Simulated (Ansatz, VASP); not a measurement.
# SrTiO3: VASP beside Ansatz

```
CELL_PARAMETERS angstrom
-3.89112 0.00000 -3.89112
0.00000 -3.89112 -3.89112
-3.89112 -3.89112 0.00000
ATOMIC_POSITIONS crystal
Sr 0.00000 0.00000 0.00000
Sr 0.50000 0.50000 0.50000
Ti 0.25000 0.25000 0.25000
Ti 0.75000 0.75000 0.75000
O 0.48523 0.98523 0.51477
O 0.01477 0.51477 0.98523
O 0.51477 0.01477 0.98523
O 0.98523 0.48523 0.51477
O 0.50000 0.50000 0.02953
O 0.00000 0.00000 0.47047
```

Change from the starting cell: mode 1 (-82.8 1/cm) frozen in, largest displacement +0.163 Å.

Alike in both runs: task single point; functional PBEsol; k mesh 6 × 6 × 6; occupations gaussian, width 0.05 eV; no spin polarisation.

```csv
,VASP,Ansatz
version,VASP 6.6.1,Ansatz 0.2.0
potentials or method,"VASP PAW PBE potentials, release 64 (Sr_sv, Ti_sv, O), cutoff 520 eV","scalar-relativistic, plane waves, PAW"
valence electrons in the cell,80,80
```

```csv
,VASP,Ansatz,Ansatz less VASP
gap on the k mesh at the Fermi level (eV),1.90,1.93,+0.031
least direct gap on the mesh (eV),1.90,1.93,+0.032
pressure (GPa),0.4,-0.3,-0.69
"traceless stress, the component that is largest in VASP (GPa)",-0.37,-0.36,+0.014
rms of the force components (eV/Å),0.009,0.009,0.0000
```

VASP's potentials were made for PBE, not for PBEsol. Atom by atom the forces differ by 0.002 eV/Å (rms over components).
